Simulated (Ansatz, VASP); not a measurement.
**Ti3Al in VASP and in Ansatz**

```
Ti Al
1.0
     0.00000    3.21274    3.21274
     3.21274    0.00000    3.21274
     3.21274    3.21274    0.00000
Ti Al
3 1
Direct
  0.75000 0.75000 0.75000
  0.25000 0.25000 0.25000
  0.00000 0.00000 0.00000
  0.50000 0.50000 0.50000
```

Alike in both runs: functional r2SCAN; k mesh 12 × 12 × 12; occupations gaussian, width 0.1 eV; no spin polarisation.

Ansatz relaxed the structure, and its values are those at the end. VASP's run is a single point on that final structure, the one shown.

|  | VASP | Ansatz |
| --- | --- | --- |
| version | VASP 6.6.1 | Ansatz 0.2.0 |
| potentials or method | VASP PAW PBE potentials, release 64 (Ti_sv, Al), cutoff 520 eV | scalar-relativistic, plane waves, PAW |
| valence electrons in the cell | 39 | 39 |

```csv
,VASP,Ansatz,Ansatz less VASP
gap on the k mesh at the Fermi level (eV),none,none,-
pressure (GPa),0.3,0.0,-0.27
```

VASP's potentials were made for PBE, not for r2SCAN. A gap of «none» marks a metal or a gap that the smearing closes. The functional is the same, so the differences come from potentials, cutoffs and numerics.
